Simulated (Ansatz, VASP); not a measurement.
This is a calculation of Au for VASP 6.6.1.

The input INCAR:

```
ALGO = Fast
EDIFF = 1E-7
ENCUT = 520
ISIF = 2
ISMEAR = -1
LASPH = T
LCHARG = F
LREAL = F
LWAVE = F
NBANDS = 18
NELM = 80
PREC = Accurate
SIGMA = 0.05
```

Contents of KPOINTS:

```
k-points
0
Gamma
  10 10 6
```

Contents of POSCAR:

```
Au
1.0
    2.8525392154      0.0000000000      0.0000000000
   -0.0131258315      2.8572914708      0.0000000000
   -1.1528656209     -1.2010102618      4.9888111224
Au
2
Direct
    0.6728620000      0.6659620000      0.2740550000
    0.3271380000      0.3340380000      0.7259450000
```

Potentials or basis: VASP PAW LDA potentials, release 64 (Au).

The run is started by

```console
$ cat potpaw_LDA.64/Au/POTCAR > POTCAR
$ mpirun -np 1 vasp_std > vasp.out
```

Question: Set up the same calculation for Ansatz 0.2.0. Potentials there: all-electron LAPW, scalar-relativistic.

Answer: As run (the cutoff follows the program's own potentials):

The input input.yaml:

```yaml
crystal:
  lattice:
    - [2.8525392154, 0.0, 0.0]
    - [-0.0131258315, 2.8572914708, 0.0]
    - [-1.1528656209, -1.2010102618, 4.9888111224]
  atoms:
    - { symbol: Au, position: [0.672862, 0.665962, 0.274055] }
    - { symbol: Au, position: [0.327138, 0.334038, 0.725945] }
kpoints:
  mp_grid: { grid: [10, 10, 6] }
scf:
  occupations: { method: fermi_dirac, width: 0.05 }
hamiltonian:
  xc: lda
  pseudopotentials: { kind: all_electron, lapw: { basis_error: 0.001 } }
output:
  forces: true
  stress: true
  eigenvalues: true
```

Potentials or basis: all-electron LAPW, scalar-relativistic.

Launch:

```console
$ ansatz run input.yaml --threads 1 --pin off --max-ram 3072MiB --backend cpu --events-out ev --progress --plain --runs-dir out
```

Both were run:

|  | VASP | Ansatz | Ansatz less VASP |
| --- | --- | --- | --- |
| gap on the k mesh at the Fermi level (eV) | none | none | - |
| pressure (GPa) | -14.8 | -15.1 | -0.33 |
| traceless stress, the component that is largest in VASP (GPa) | 1.18 | 1.21 | +0.022 |
| rms of the force components (eV/Å) | 0.110 | 0.108 | -0.0028 |

LDA's correlation is that of Perdew and Zunger in VASP and of Perdew and Wang (1992) in Ansatz. Atom by atom the forces differ by 0.003 eV/Å (rms over components). A gap of «none» marks a metal or a gap that the smearing closes. Ansatz ran all-electron here, and VASP with PAW potentials.

Spin-orbit coupling is off throughout.
